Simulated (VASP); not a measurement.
Input of a VASP 6.6.1 run:

The input INCAR:

```
  PREC = Accurate
  ENCUT = 600
  EDIFF = 1E-7
  ISMEAR = -1
  SIGMA = 0.05
  LREAL = F
  LASPH = T
  NELM = 150
  ALGO = Normal
  ISIF = 3
  LWAVE = F
  LCHARG = F
  ISPIN = 2
  MAGMOM = 2 2
  LORBIT = 11
  LMAXMIX = 4
  IBRION = 2
  NSW = 60
  EDIFFG = -0.01
```

KPOINTS

```
regular mesh
0
Gamma
  12 12 7
```

The input POSCAR:

```
Co
1.0
    2.4719999032      0.0000000000      0.0000000000
   -1.2359999516      2.1408147143      0.0000000000
    0.0000000000      0.0000000000      4.0211440800
Co
2
Direct
    0.6666666667      0.3333333333      0.7500000000
    0.3333333333      0.6666666667      0.2500000000
```

Potentials or basis: VASP PAW LDA potentials, release 64 (Co).

Command:

```console
$ cat potpaw_LDA.64/Co/POTCAR > POTCAR
$ mpirun -np 1 vasp_std > vasp.out
```

Question: Estimate the relaxed volume.

Answer: 9.96 Å³/atom.

Question: What does it give for the net moment?

Answer: 2.95 μB per cell.

Question: What does it give for the space group after relaxing (to 0.1 Å)?

Answer: P6_3/mmc (No. 194).

Final structure:
```
Co
1.0
     2.42472    0.00000    0.00000
    -1.21236    2.09987    0.00000
     0.00000    0.00000    3.91174
Co
2
Cartesian
  1.2124 0.7000 2.9338
  0.0000 1.3999 0.9779
```
